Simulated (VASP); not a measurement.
A run of VASP 6.6.1 is set up as follows.

Contents of INCAR:

```
AGGAC    = 1.0          
AGGAX    = 1.0          
ALDAC    = 0.0          
ALDAX    = 1.0          
ALGO     = Normal         # electronic algorithm
EDIFF    = 1E-6           # SCF threshold, eV
EDIFFG   = -0.01          # ionic threshold
ENCUT    = 600            # plane-wave cutoff, eV
GGA      = B5             # functional
IBRION   = 2              # ionic algorithm
ISIF     = 3              # what is computed and relaxed
ISMEAR   = -1             # smearing method
LASPH    = T              # aspherical terms in the spheres
LCHARG   = F              # write CHGCAR
LREAL    = F              # projectors in reciprocal space
LWAVE    = F              # write WAVECAR
NELM     = 80             # most SCF steps
NSW      = 80             # ionic steps
PREC     = Accurate       # precision mode
SIGMA    = 0.1            # smearing width, eV
```

The input KPOINTS:

```
k-points
0
Gamma
  12 12 6
```

Contents of POSCAR:

```
Se
1.0
    3.1360302227      0.0000000000      0.0000000000
   -1.5680151114      2.7158818399      0.0000000000
    0.0000000000      0.0000000000      5.1211373537
Se
2
Direct
    0.3333333333      0.6666666667      0.2500000000
    0.6666666667      0.3333333333      0.7500000000
```

Potentials or basis: VASP PAW PBE potentials, release 64 (Se).

Launch:

```console
$ cat potpaw_PBE.64/Se/POTCAR > POTCAR
$ mpirun -np 1 vasp_std > vasp.out
```

(1) Estimate the relaxed cell.

(2) What does it give for the space group after relaxing (to 0.1 Å)?

Answers

(1) a = 3.835 Å, b = 3.835 Å, c = 3.900 Å, α = 90.00°, β = 90.00°, γ = 120.00°.

(2) P6_3/mmc (No. 194).

Caveat: a cell axis changed by over 15 % at a fixed basis, so the end point is rough.
